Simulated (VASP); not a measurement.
A run of VASP 6.6.1 is set up as follows.

The input INCAR:

```
ALGO = Normal
EDIFF = 1E-7
ENCUT = 520
GGA = PE
ISIF = 2
ISMEAR = -1
LASPH = T
LCHARG = F
LREAL = F
LWAVE = F
NBANDS = 11
NELM = 60
PREC = Accurate
SIGMA = 0.05
```

Contents of KPOINTS:

```
k-points
0
Gamma
  10 10 10
```

File POSCAR:

```
Si
1.0
    0.0000000000      2.7135600000      2.7135600000
    2.7135600000      0.0000000000      2.7135600000
    2.7135600000      2.7135600000      0.0000000000
Si
2
Direct
    0.7200000000      0.7200000000      0.7200000000
    0.5300000000      0.5300000000      0.5300000000
```

Potentials or basis: VASP PAW PBE potentials, release 64 (Si).

Run with:

```sh
$ cat potpaw_PBE.64/Si/POTCAR > POTCAR
$ mpirun -np 1 vasp_std > vasp.out
```

Question: Estimate the band gap on the k mesh.

Answer: Zero (bands 4 and 5 overlap by 1.58 eV).

Question: Estimate the largest force.

Answer: 16.560 eV/Å.

Question: Estimate the pressure.

Answer: 25.8 GPa.

Stress tensor (GPa, compression positive):
```
25.76 32.73 32.73
32.73 25.76 32.73
32.73 32.73 25.76
```

Caveat: the cell differs from its parent crystal (shortest bond scaled by 0.76); the cell stands under pressure; forces of over 1 eV/Å act on the atoms, so gaps and moduli don't describe the material at rest.
